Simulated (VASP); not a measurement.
# O (R-3m) in VASP: a series of runs, part 2 of 2

VASP 6.6.1.

### Step 5. Single point, PBEsol (equal xx and yy strain of -2 %)

Input file INCAR:

```
ALGO = Normal
EDIFF = 1E-6
ENCUT = 520
GGA = PS
ISIF = 2
ISMEAR = -1
LASPH = T
LCHARG = F
LREAL = F
LWAVE = F
NBANDS = 13
NELM = 80
PREC = Accurate
SIGMA = 0.02
```

Input file KPOINTS:

```
k-points
0
Gamma
  10 10 10
```

Input file POSCAR:

```
O
1.0
    1.3948820417      0.8053355222      3.4083000000
   -1.3948820417      0.8053355222      3.4083000000
    0.0000000000     -1.6106710445      3.4083000000
O
2
Direct
    0.0577000000      0.0577000000      0.0577000000
    0.9423000000      0.9423000000      0.9423000000
```

Potentials or basis: VASP PAW PBE potentials, release 64 (O).

Launch:

```console
> cat potpaw_PBE.64/O/POTCAR > POTCAR
> mpirun -np 1 vasp_std > vasp.out
```

OUTCAR:

```text
EDIFF = 1E-6
   ENCUT = 520
   GGA = PS
   ISIF = 2
   ISMEAR = -1
   LASPH = T
   LREAL = F
   NELM = 80
   PREC = Accurate

 ion  position               nearest neighbor table
   1  0.058  0.058  0.058-   2 1.18
   2  0.942  0.942  0.942-   1 1.18

  LATTYP: Found a trigonal (rhomboedric) cell.
 ALAT       =     3.7697175098
 COS(alpha) =     0.7261660141

  Lattice vectors:

 A1 = (   1.3948820417,   0.8053355222,   3.4083000000)
 A2 = (  -1.3948820417,   0.8053355222,   3.4083000000)
 A3 = (   0.0000000000,  -1.6106710445,   3.4083000000)

Analysis of symmetry for initial positions (statically):
=====================================================================
 Subroutine PRICEL returns:
 Original cell was already a primitive cell.

 Routine SETGRP: Setting up the symmetry group for a
 trigonal (rhombohedral) supercell.

[... 164 lines left out ...]

 E-fermi :   0.6655     XC(G=0):  -9.6629

 val. band max:        0.6610670406   @ k =   0.5000   0.5000   0.3000
 cond. band min:       0.6715138993   @ k =  -0.4000   0.3000   0.1000
 fundamental gap:      0.0104468587
 Fermi energy:         0.6655247297

 k-point     1 :       0.0000    0.0000    0.0000
  band No.  band energies     occupation
      1     -27.5931      2.00000
      2     -13.1610      2.00000
      3      -8.6449      2.00000
      4      -5.8630      2.00000
      5      -5.8630      2.00000
      6       1.3011      0.00000
      7       1.3011      0.00000
      8       9.0544      0.00000
      9      12.3503      0.00000
     10      15.4006      0.00000
     11      19.4419      0.00000
     12      22.2638      0.00000
     13      22.2638      0.00000
[... 354 lines left out ...]
  band No.  band energies     occupation
      1     -27.2264      2.00000
      2     -13.2866      2.00000
      3      -8.0415      2.00000
      4      -6.7066      2.00000
      5      -6.5035      2.00000
      6      -0.3540      2.00000
      7       1.1754      0.00000
      8      10.6411      0.00000
      9      12.8802      0.00000
     10      15.5431      0.00000
     11      16.3058      0.00000
     12      20.0769      0.00000
     13      22.9892      0.00000

 [... further k-points ...]
[... 5 lines left out ...]
  --------------------------------------------------------------------------------------
  -------------------------------------------------------------------------------------
  Total       -1.3067914     -1.3067914      5.3646311      0.0000000     -0.0000000     -0.0000000
  in kB      -91.1409270    -91.1409270    374.1511156      0.0000000     -0.0000000     -0.0000000
  external PRESSURE =      63.9564205 kB  Pullay stress =       0.0000000 kB

 VOLUME and BASIS-vectors are now :
 -----------------------------------------------------------------------------
  energy-cutoff  :      520.00
  volume of cell :       22.97
      direct lattice vectors                 reciprocal lattice vectors
     1.394882042  0.805335522  3.408300000     0.358453249  0.206953080  0.097800467
    -1.394882042  0.805335522  3.408300000    -0.358453249  0.206953080  0.097800467
     0.000000000 -1.610671045  3.408300000     0.000000000 -0.413906160  0.097800467

 POSITION                                       TOTAL-FORCE (eV/Angst)
 -----------------------------------------------------------------------------------
      0.00000     -0.00000      0.58998         0.000000     -0.000000      3.899462
      0.00000     -0.00000      9.63492         0.000000      0.000000     -3.899462
 -----------------------------------------------------------------------------------
    total drift:                                0.000000     -0.000000      0.000000

  FREE ENERGIE OF THE ION-ELECTRON SYSTEM (eV)
  ---------------------------------------------------
  free  energy   TOTEN  =        -9.8846311423 eV

  energy  without entropy=       -9.8827329199  energy(sigma->0) =       -9.88368203
```

OSZICAR:

```text
N       E                     dE             d eps       ncg     rms          rms(c)
DAV:   1     0.365493374877E+02    0.36549E+02   -0.64361E+03  3048   0.855E+02
DAV:   2    -0.886173571982E+01   -0.45411E+02   -0.43759E+02  3795   0.184E+02
DAV:   3    -0.101967104610E+02   -0.13350E+01   -0.13204E+01  3482   0.286E+01
DAV:   4    -0.102002786506E+02   -0.35682E-02   -0.35681E-02  3416   0.179E+00
DAV:   5    -0.102002918087E+02   -0.13158E-04   -0.13158E-04  3426   0.100E-01    0.446E+00
DAV:   6    -0.994485206159E+01    0.25544E+00   -0.21880E-01  3346   0.426E+00    0.236E+00
DAV:   7    -0.988281651766E+01    0.62036E-01   -0.20490E-01  3516   0.399E+00    0.454E-01
DAV:   8    -0.988465216032E+01   -0.18356E-02   -0.14722E-02  3066   0.101E+00    0.506E-02
DAV:   9    -0.988462438709E+01    0.27773E-04   -0.21358E-04  3591   0.131E-01    0.225E-02
DAV:  10    -0.988463048812E+01   -0.61010E-05   -0.24396E-05  3206   0.430E-02    0.701E-03
DAV:  11    -0.988463114230E+01   -0.65418E-06   -0.28570E-06  3291   0.164E-02
   1 F= -.98846311E+01 E0= -.98836820E+01  d E =-.189822E-02
```

stdout:

```text
POSCAR found type information on POSCAR O
 POSCAR found :  1 types and       2 ions
 scaLAPACK will be used
 -----------------------------------------------------------------------------
|                                                                             |
|                                                                             |
|     You enforced a specific xc type in the INCAR file but a different       |
|     I HOPE YOU KNOW WHAT YOU ARE DOING!                                     |
|                                                                             |
 -----------------------------------------------------------------------------

 LDA part: xc-table for (Slater+PW92), standard interpolation
 POSCAR, INCAR and KPOINTS ok, starting setup
 FFT: planning ... GRIDC
 FFT: planning ... GRID_SOFT
 FFT: planning ... GRID
 WAVECAR not read
 entering main loop
```

Wall time 29 s (1 thread of AMD EPYC 7R13 (Zen 3), shared host); peak memory 0.13 GiB.

What came out:

```
Free energy            : -9.8846 eV
Pressure               : 6.4 GPa
Largest force          : 3.899 eV/Å
Band gap on the k mesh : zero (band 6 reaches 1.54 eV, above the bottom of band 7 at 0.08 eV)
```

Forces in eV/Å, atoms in the order of the input:
```
O    0.000  0.000  3.899
O    0.000  0.000 -3.899
```

Caveat: the cell differs from its parent crystal (equal xx and yy strain of -2 %); the standard files for N, O and F lose accuracy on very short bonds; spin is off for a triplet molecule; the PAW data sets were made with another functional, which shifts forces and pressure a little.

### Step 6. The runs side by side

```csv
cell,gap on the mesh (eV),pressure (GPa),largest force (eV/Å)
"a = 3.858 Å, angles 44.2°, 2 atoms",none,-0.3,1.77
"a = 3.707 Å, angles 44.2°, 2 atoms",none,14.3,6.60
"a = 3.733 Å, angles 44.2°, 2 atoms",none,11.2,5.65
"a = 3.770 Å, angles 43.4°, 2 atoms",none,6.4,3.90
```

Alike in all rows: task single point; level PBEsol; potentials or basis VASP PAW PBE potentials, release 64 (O); no spin polarisation; k mesh 10 × 10 × 10; cutoff (eV) 520; smearing fermi-dirac 0.02 eV.

Caveats: the standard files for N, O and F lose accuracy on very short bonds; spin is off for a triplet molecule; the PAW data sets were made with another functional, which shifts forces and pressure a little.

Total energies depend on the potentials used, so only differences within one code and one set of settings carry meaning.
